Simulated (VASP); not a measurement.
# TiAl (P4/mmm) in VASP: notebook

TiAl is run at these levels: PBEsol; tasks: relaxation of cell and atoms.

Program: VASP 6.6.1. These are calculated values, not measurements. Logs are shortened: lines on timing, memory, paths and dates and some standing lists are left out, and cuts for length are marked.

**1. The cell of the first run**

The structure is tetragonal, space group P4/mmm (No. 123). The conventional cell has a = 2.727 Å, b = 2.727 Å, c = 3.943 Å, α = 90.00°, β = 90.00°, γ = 90.00°. Within 3.6 Å of Ti (site symmetry 4/mmm) lie 4 Ti at 2.73 Å and 8 Al at 2.76 Å. Within 3.6 Å of Al (site symmetry 4/mmm) lie 4 Al at 2.73 Å and 8 Ti at 2.76 Å.

**2. Relaxation of cell and atoms, PBEsol, target pressure 10 GPa, at which the enthalpy is minimised**

Contents of INCAR:

```
  PREC = Accurate
  ENCUT = 600
  EDIFF = 1E-7
  ISMEAR = 0
  SIGMA = 0.1
  LREAL = F
  LASPH = T
  NELM = 80
  ALGO = Normal
  ISIF = 3
  LWAVE = F
  LCHARG = F
  GGA = PS
  IBRION = 2
  NSW = 70
  EDIFFG = -0.008
  PSTRESS = 100.0
```

Contents of KPOINTS:

```
regular mesh
0
Gamma
  14 14 10
```

Contents of POSCAR:

```
TiAl
1.0
    2.7271388305      0.0000000000      0.0000000000
    0.0000000000      2.7271388305      0.0000000000
    0.0000000000      0.0000000000      3.9428434059
Ti Al
1 1
Direct
    0.5000000000      0.5000000000      0.5000000000
    0.0000000000      0.0000000000      0.0000000000
```

Potentials or basis: VASP PAW PBE potentials, release 64 (Ti_sv, Al).

On the command line:

```bash
cat potpaw_PBE.64/Ti_sv/POTCAR potpaw_PBE.64/Al/POTCAR > POTCAR
mpirun -np 1 vasp_std > vasp.out
```

OUTCAR:

```text
PREC = Accurate
   ENCUT = 600
   EDIFF = 1E-7
   ISMEAR = 0
   LREAL = F
   LASPH = T
   NELM = 80
   ISIF = 3
   GGA = PS
   IBRION = 2
   NSW = 70
   EDIFFG = -0.008
   PSTRESS = 100.0

 ion  position               nearest neighbor table
   1  0.500  0.500  0.500-   2 2.76   2 2.76   2 2.76   2 2.76   2 2.76   2 2.76   2 2.76   2 2.76

   2  0.000  0.000  0.000-   1 2.76   1 2.76   1 2.76   1 2.76   1 2.76   1 2.76   1 2.76   1 2.76

  LATTYP: Found a simple tetragonal cell.
 ALAT       =     2.7271388305
 C/A-ratio  =     1.4457802301

  Lattice vectors:

 A1 = (   2.7271388305,   0.0000000000,   0.0000000000)
 A2 = (   0.0000000000,   2.7271388305,   0.0000000000)
 A3 = (   0.0000000000,   0.0000000000,   3.9428434059)

Analysis of symmetry for initial positions (statically):
=====================================================================
 Subroutine PRICEL returns:
 Original cell was already a primitive cell.

 Routine SETGRP: Setting up the symmetry group for a
 simple tetragonal supercell.

 Subroutine GETGRP returns: Found 16 space group operations
 (whereof 16 operations were pure point group operations)
 out of a pool of 16 trial point group operations.

The static configuration has the point symmetry D_4h.

Analysis of symmetry for dynamics (positions and initial velocities):
=====================================================================
 Subroutine PRICEL returns:
 Original cell was already a primitive cell.

 Routine SETGRP: Setting up the symmetry group for a
 simple tetragonal supercell.

 Subroutine GETGRP returns: Found 16 space group operations
 (whereof 16 operations were pure point group operations)
 out of a pool of 16 trial point group operations.

The dynamic configuration has the point symmetry D_4h.

 Subroutine INISYM returns: Found 16 space group operations
 (whereof 16 operations are pure point group operations),
 and found     1 'primitive' translations

----------------------------------------------------------------------------------------

                                     Primitive cell

  volume of cell :      29.3241

  direct lattice vectors                    reciprocal lattice vectors
     2.727138830  0.000000000  0.000000000     0.366684669  0.000000000  0.000000000
     0.000000000  2.727138830  0.000000000     0.000000000  0.366684669  0.000000000
     0.000000000  0.000000000  3.942843406     0.000000000  0.000000000  0.253624072

  length of vectors
     2.727138830  2.727138830  3.942843406     0.366684669  0.366684669  0.253624072

  position of ions in fractional coordinates (direct lattice)
     0.500000000  0.500000000  0.500000000
     0.000000000  0.000000000  0.000000000

  ion indices of the primitive-cell ions
   primitive index   ion index
                 1           1
                 2           2

----------------------------------------------------------------------------------------

 KPOINTS: regular mesh

Automatic generation of k-mesh.
 Grid dimensions read from file:
 generate k-points for:   14   14   10

 Generating k-lattice:

  Cartesian coordinates                     Fractional coordinates (reciprocal lattice)
     0.026191762  0.000000000  0.000000000     0.071428571  0.000000000  0.000000000
     0.000000000  0.026191762  0.000000000     0.000000000  0.071428571  0.000000000
     0.000000000  0.000000000  0.025362407     0.000000000  0.000000000  0.100000000

  Length of vectors
     0.026191762  0.026191762  0.025362407

  Shift w.r.t. Gamma in fractional coordinates (k-lattice)
     0.000000000  0.000000000  0.000000000

 Subroutine IBZKPT returns following result:
 ===========================================

 Found    216 irreducible k-points:

 Following reciprocal coordinates:
            Coordinates               Weight
  0.000000  0.000000  0.000000      1.000000
  0.071429  0.000000  0.000000      4.000000
  0.142857  0.000000  0.000000      4.000000
  0.214286  0.000000  0.000000      4.000000
  0.285714  0.000000  0.000000      4.000000
  0.357143  0.000000  0.000000      4.000000
[... 16 lines left out ...]
  0.285714  0.214286  0.000000      8.000000
  0.357143  0.214286  0.000000      8.000000
 [... further k-points ...]
   k-points           NKPTS =    216   k-points in BZ     NKDIM =    216   number of bands    NBANDS=     11
   number of dos      NEDOS =    301   number of ions     NIONS =      2
   total plane-waves  NPLWV =  18432
   dimension x,y,z NGX =    24 NGY =   24 NGZ =   32
   dimension x,y,z NGXF=    48 NGYF=   48 NGZF=   64
   ions per type =               1   1
   NGX,Y,Z   is equivalent  to a cutoff of  14.63, 14.63, 13.49 a.u.
   NGXF,Y,Z  is equivalent  to a cutoff of  29.26, 29.26, 26.98 a.u.
 SYSTEM =  unknown system
   PREC   = accura    normal or accurate (medium, high low for compatibility)
   ISTART =      0    job   : 0-new  1-cont  2-samecut
   ICHARG =      2    charge: 1-file 2-atom 10-const
   ISPIN  =      1    spin polarized calculation?
   LNONCOLLINEAR =      F non collinear calculations
   LSORBIT =      F    spin-orbit coupling
   LASPH  =      T    aspherical Exc in radial PAW
   ENCUT  =  600.0 eV  44.10 Ry    6.64 a.u.   5.45  5.45  7.87*2*pi/ulx,y,z
   NELM   =     80;   NELMIN=  2; NELMDL= -5     # of ELM steps
   EDIFF  = 0.1E-06   stopping-criterion for ELM
   LREAL  =      F    real-space projection
   EDIFFG = -.8E-02   stopping-criterion for IOM
   NSW    =     70    number of steps for IOM
   IBRION =      2    ionic relax: 0-MD 1-quasi-New 2-CG
   NFREE  =      1    steps in history (QN), initial steepest desc. (CG)
   ISIF   =      3    stress and relaxation
   ISYM   =      2    0-nonsym 1-usesym 2-fastsym
   POTIM  = 0.5000    time-step for ionic-motion
   TEBEG  =    0.0;   TEEND  =   0.0 temperature during run
   PSTRESS=  100.0 pullay stress
   NELECT =      15.0000    total number of electrons
   NUPDOWN=      -1.0000    fix difference up-down
   EMIN   =  10.00;   EMAX   =-10.00  energy-range for DOS
   EFERMI =   0.00;   METHOD = LEGACY
   ISMEAR =     0;   SIGMA  =   0.10  broadening in eV -4-tet -1-fermi 0-gaus
   EFERMI_NEDOS =   21; number of points for ismear=-14 and -15
   IALGO  =     38    algorithm
   IMIX   =      4    mixing-type and parameters
     AMIX     =   0.40;   BMIX     =  1.00
     AMIX_MAG =   1.60;   BMIX_MAG =  1.00
  volume/ion in A,a.u.               =      14.66        98.94
  Fermi-wavevector in a.u.,A,eV,Ry     =   1.309274  2.474169 23.323089  1.714199
  Thomas-Fermi vector in A             =   2.439884
   LORBIT       =      0    0 simple, 1 ext, 2 COOP (PROOUT), +10 PAW based schemes
   GGA     = PS    functional components
   LHFCALC =     F    Hartree Fock is set to
   AEXX    =    0.0000 exact exchange contribution
   IVDW    =     0    specifies the selected vdW correction
   LEPSILON=     F    determine dielectric tensor
   LRPA    =     F    only Hartree local field effects (RPA)
 conjugate gradient relaxation of ions
 non-spin polarized calculation
 Gauss-broadening in eV      SIGMA  =   0.10
  energy-cutoff  :      600.00
  volume of cell :       29.32
 maximum number of plane-waves:      1011
 NGX is ok and might be reduce to    24
   NGX = 11   NGY = 11   NGZ = 15

--------------------------------------- Ionic step        1  -------------------------------------------

 number of electron      15.0000001 magnetization

 Free energy of the ion-electron system (eV)
  ---------------------------------------------------
  ext. energy  EPLUGINS =         0.00000000
  ---------------------------------------------------
  free energy    TOTEN  =       -13.18544589 eV

  energy without entropy =      -13.17758489  energy(sigma->0) =      -13.18151539

------------------------ aborting loop because EDIFF is reached ----------------------------------------

  FORCE on cell =-STRESS in cart. coord.  units (eV):
  Direction    XX          YY          ZZ          XY          YZ          ZX
  --------------------------------------------------------------------------------------
  -------------------------------------------------------------------------------------
  Total        1.8663286      1.8663286      1.8698934      0.0000000     -0.0000000      0.0000000
  in kB      101.9705288    101.9705288    102.1652986      0.0000000     -0.0000000      0.0000000
  external PRESSURE =       2.0354521 kB  Pullay stress =     100.0000000 kB

 VOLUME and BASIS-vectors are now :
 -----------------------------------------------------------------------------
  energy-cutoff  :      600.00
  volume of cell :       29.32
      direct lattice vectors                 reciprocal lattice vectors
     2.727138830  0.000000000  0.000000000     0.366684669  0.000000000  0.000000000
     0.000000000  2.727138830  0.000000000     0.000000000  0.366684669  0.000000000
     0.000000000  0.000000000  3.942843406     0.000000000  0.000000000  0.253624072
[... 46 lines left out ...]
  FREE ENERGIE OF THE ION-ELECTRON SYSTEM (eV)
  ---------------------------------------------------
  free  energy   TOTEN  =       -13.1903807367 eV

  energy  without entropy=      -13.1825097154  energy(sigma->0) =      -13.18644523

  enthalpy is  TOTEN    =       -11.3551794305 eV   P V=        1.8352013061

--------------------------------------- Ionic step        3  -------------------------------------------

 number of electron      15.0000001 magnetization

 Free energy of the ion-electron system (eV)
  ---------------------------------------------------
  ext. energy  EPLUGINS =         0.00000000
  ---------------------------------------------------
  free energy    TOTEN  =       -13.18780424 eV

  energy without entropy =      -13.17993840  energy(sigma->0) =      -13.18387132

 E-fermi :   9.2917     XC(G=0): -11.5791

 val. band max:        9.2830108645   @ k =   0.3571   0.2143   0.0000
 cond. band min:       9.3088320880   @ k =   0.2143   0.1429   0.5000
 fundamental gap:      0.0258212235
 Fermi energy:         9.2917269574

 k-point     1 :       0.0000    0.0000    0.0000
  band No.  band energies     occupation
      1     -46.8835      2.00000
      2     -23.3978      2.00000
      3     -22.8599      2.00000
      4     -22.8599      2.00000
      5      -0.1887      2.00000
      6       7.1980      2.00000
      7       8.3086      2.00000
      8       9.0519      1.99931
      9      11.7232      0.00000
     10      11.7232      0.00000
     11      13.0141      0.00000

 k-point     2 :       0.0714    0.0000    0.0000
  band No.  band energies     occupation
      1     -46.8792      2.00000
      2     -23.3936      2.00000
      3     -22.8941      2.00000
      4     -22.8569      2.00000
      5      -0.0799      2.00000
      6       7.2895      2.00000
      7       8.3569      2.00000
      8       8.9369      2.00000
      9      11.7432      0.00000
     10      11.8500      0.00000
     11      12.8975      0.00000
[... 295 lines left out ...]
 k-point    24 :       0.3571    0.2143    0.0000
  band No.  band energies     occupation
      1     -46.7786      2.00000
      2     -23.3682      2.00000
      3     -23.2984      2.00000
      4     -23.0624      2.00000
      5       3.2065      2.00000
      6       7.4434      2.00000
      7       8.0727      2.00000
      8       9.2830      1.09810
      9      10.3203      0.00000
     10      10.7667      0.00000
     11      13.3557      0.00000

 [... further k-points ...]

------------------------ aborting loop because EDIFF is reached ----------------------------------------

  FORCE on cell =-STRESS in cart. coord.  units (eV):
  Direction    XX          YY          ZZ          XY          YZ          ZX
  --------------------------------------------------------------------------------------
  -------------------------------------------------------------------------------------
  Total        1.8315907      1.8315907      1.8344708      0.0000000     -0.0000000      0.0000000
  in kB       99.9450924     99.9450924    100.1022554      0.0000000     -0.0000000      0.0000000
  external PRESSURE =      -0.0025199 kB  Pullay stress =     100.0000000 kB

 VOLUME and BASIS-vectors are now :
 -----------------------------------------------------------------------------
  energy-cutoff  :      600.00
  volume of cell :       29.36
      direct lattice vectors                 reciprocal lattice vectors
     2.728260692  0.000000000  0.000000000     0.366533888  0.000000000  0.000000000
     0.000000000  2.728260692  0.000000000     0.000000000  0.366533888  0.000000000
     0.000000000 -0.000000000  3.944625688     0.000000000 -0.000000000  0.253509478

 POSITION                                       TOTAL-FORCE (eV/Angst)
 -----------------------------------------------------------------------------------
      1.36413      1.36413      1.97231         0.000000      0.000000      0.000000
      0.00000      0.00000      0.00000         0.000000     -0.000000      0.000000
 -----------------------------------------------------------------------------------
    total drift:                                0.000000      0.000000     -0.000000

  FREE ENERGIE OF THE ION-ELECTRON SYSTEM (eV)
  ---------------------------------------------------
  free  energy   TOTEN  =       -13.1878042438 eV

  energy  without entropy=      -13.1799383970  energy(sigma->0) =      -13.18387132

  enthalpy is  TOTEN    =       -11.3552073421 eV   P V=        1.8325969017

 reached required accuracy - stopping structural energy minimisation
```

Wall time 50 s (1 thread of Intel Xeon 6975P-C (Granite Rapids), shared host); peak memory 0.23 GiB.

What came out:

```
Free energy                                                : -13.1878 eV
Relaxed volume                                             : 14.68 Å³/atom
Relaxed cell                                               : a = 2.728 Å, b = 2.728 Å, c = 3.945 Å, α = 90.00°, β = 90.00°, γ = 90.00°
Space group after relaxing (to 0.1 Å)                      : P4/mmm (No. 123)
Energy change on relaxing (the run minimises the enthalpy) : -1.2 meV/atom
Ionic steps                                                : 3
Pressure after relaxing                                    : 10.0 GPa
Band gap on the k mesh                                     : zero (an odd number of electrons rules out a gap without spin polarisation)
```

Step by step:
```
step  energy change (eV)  largest force (eV/Å)  pressure (GPa)  volume (Å³)
   1              0.0000                0.0000           10.20        29.32
   2             -0.0049                0.0000            9.80        29.40
   3             -0.0024                0.0000           10.00        29.36
```

Final structure:
```yaml
crystal:
  lattice:
    - [2.72826, 0.00000, 0.00000]
    - [0.00000, 2.72826, 0.00000]
    - [0.00000, 0.00000, 3.94463]
  atoms:
    - { symbol: Ti, position: [0.50000, 0.50000, 0.50000] }
    - { symbol: Al, position: [0.00000, 0.00000, 0.00000] }
```

Caveat: the cell is relaxed towards a set pressure, so the run minimises the enthalpy, not the energy; the PAW data sets were made with another functional, which shifts forces and pressure a little.

**3. Relaxation of cell and atoms, PBEsol, target pressure 5 GPa, at which the enthalpy is minimised**

This run uses another cell than the first one, of 15.17 Å³/atom.

Contents of INCAR:

```
  ALGO = Normal
  EDIFF = 1E-6
  EDIFFG = -0.008
  ENCUT = 600
  GGA = PS
  IBRION = 2
  ISIF = 3
  ISMEAR = 0
  LASPH = T
  LCHARG = F
  LREAL = F
  LWAVE = F
  NELM = 100
  NSW = 70
  PREC = Accurate
  PSTRESS = 50.0
  SIGMA = 0.1
```

Contents of KPOINTS:

```
k-points
0
Gamma
  14 14 10
```

Contents of POSCAR:

```
TiAl
1.0
    2.7581970474      0.0000000000      0.0000000000
    0.0000000000      2.7581970474      0.0000000000
    0.0000000000      0.0000000000      3.9882660304
Ti Al
1 1
Direct
    0.5000000000      0.5000000000      0.5000000000
    0.0000000000      0.0000000000      0.0000000000
```

Potentials or basis: VASP PAW PBE potentials, release 64 (Ti_sv, Al).

On the command line:

```bash
cat potpaw_PBE.64/Ti_sv/POTCAR potpaw_PBE.64/Al/POTCAR > POTCAR
mpirun -np 1 vasp_std > vasp.out
```

Wall time 32 s (1 thread of Intel Xeon 6975P-C (Granite Rapids), shared host); peak memory 0.23 GiB.

Results (log left out):

- Free energy: -13.2354 eV
- Relaxed volume: 15.19 Å³/atom
- Relaxed cell: a = 2.759 Å, b = 2.759 Å, c = 3.990 Å, α = 90.00°, β = 90.00°, γ = 90.00°
- Space group after relaxing (to 0.1 Å): P4/mmm (No. 123)
- Energy change on relaxing (the run minimises the enthalpy): -0.7 meV/atom
- Ionic steps: 2
- Pressure after relaxing: 4.9 GPa
- Band gap on the k mesh: zero (an odd number of electrons rules out a gap without spin polarisation)

Step by step:
| step | energy change (eV) | largest force (eV/Å) | pressure (GPa) | volume (Å³) |
| --- | --- | --- | --- | --- |
| 1 | 0.0000 | 0.0000 | 5.10 | 30.34 |
| 2 | -0.0014 | 0.0000 | 4.94 | 30.38 |

Final structure:
```yaml
crystal:
  lattice:
    - [2.75941, 0.00000, 0.00000]
    - [0.00000, 2.75941, 0.00000]
    - [0.00000, 0.00000, 3.99043]
  atoms:
    - { symbol: Ti, position: [0.50000, 0.50000, 0.50000] }
    - { symbol: Al, position: [0.00000, 0.00000, 0.00000] }
```

Levels at points of the mesh, in eV from the Fermi level:
| k point | band 5 | band 6 | band 7 | band 8 | band 9 | band 10 | band 11 |
| --- | --- | --- | --- | --- | --- | --- | --- |
| (0.00, 0.00, 0.00) | -9.33 | -2.02 | -0.93 | -0.30 | 2.34 | 2.34 | 3.57 |
| (0.50, 0.00, 0.00) | -4.72 | -4.55 | -1.85 | -0.29 | 1.84 | 2.74 | 4.73 |
| (0.50, 0.50, 0.00) | -3.38 | -0.50 | -0.39 | -0.39 | -0.28 | -0.28 | 4.62 |
| (0.00, 0.00, 0.50) | -7.76 | -5.41 | -0.75 | 0.64 | 1.96 | 1.96 | 3.58 |
| (0.50, 0.00, 0.50) | -5.07 | -3.04 | -1.23 | -1.06 | 1.44 | 1.89 | 2.49 |
| (0.50, 0.50, 0.50) | -2.74 | -2.40 | -2.40 | 2.19 | 2.29 | 2.72 | 4.46 |

Caveat: the cell is relaxed towards a set pressure, so the run minimises the enthalpy, not the energy; the PAW data sets were made with another functional, which shifts forces and pressure a little.

(Part 1 of 2 ends here.)

The gap in the log of VASP goes by the Fermi energy; the results here count the filled bands.